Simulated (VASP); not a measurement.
Runs of VASP 6.6.1 on CoO. The structure is that of space group F-43m (No. 216), or close to it. The cells are those of the table. 

| task | spin | fixed moment (μB) | cell | cutoff (eV) | gap on the mesh (eV) | pressure (GPa) | moment (μB) | relaxed volume (Å³/atom) |
| --- | --- | --- | --- | --- | --- | --- | --- | --- |
| relaxation of cell and atoms | collinear, ferromagnetic start | - | relaxed from a = 3.126 Å, angles 60.0°, 2 atoms | 600 | none | 0.0 | 1.81 | (a) |
| single point | collinear, ferromagnetic start | 2.5 | a = 3.075 Å, angles 60.0°, 2 atoms | 520 | - | 7.0 | 2.50 | - |
| relaxation of cell and atoms | collinear, ferromagnetic start | - | relaxed from a = 3.075 Å, angles 60.0°, 2 atoms | 600 | none | 0.1 | 1.81 | 10.24 |
| single point | collinear, zero start | 0.0 | a = 3.075 Å, angles 60.0°, 2 atoms | 520 | - | (b) | 0.00 | - |
| single point | collinear, ferromagnetic start | 3.0 | a = 3.075 Å, angles 60.0°, 2 atoms | 520 | - | 13.4 | 3.00 | - |
| single point | collinear, ferromagnetic start | 2.0 | a = 3.075 Å, angles 60.0°, 2 atoms | 520 | - | 1.5 | 2.00 | - |
| single point | collinear, ferromagnetic start | 1.5 | a = 3.075 Å, angles 60.0°, 2 atoms | 520 | - | -2.9 | 1.50 | - |
| single point | collinear, ferromagnetic start | 3.5 | a = 3.075 Å, angles 60.0°, 2 atoms | 520 | - | 21.0 | 3.50 | - |

Alike in all rows: level PBEsol; potentials or basis VASP PAW PBE potentials, release 64 (Co, O); k mesh 16 × 16 × 16; smearing gaussian 0.1 eV.

Problem. Fill in the values left out.

Solution. (a) 10.25; (b) -6.9.

Caveats: the PAW data sets were made with another functional, which shifts forces and pressure a little; a cell with one magnetic atom can't hold antiferromagnetic order, which such compounds often take (at least some runs); the total moment is fixed, so each spin has its own Fermi level (at least some runs); the cell stands under pressure (at least some runs); semilocal functionals often make such compounds metallic where correlation or magnetic order opens a gap, which also shifts bond lengths (at least some runs); the cell stands under tension (at least some runs).

A gap of «none» marks levels without a gap at the run's occupations.
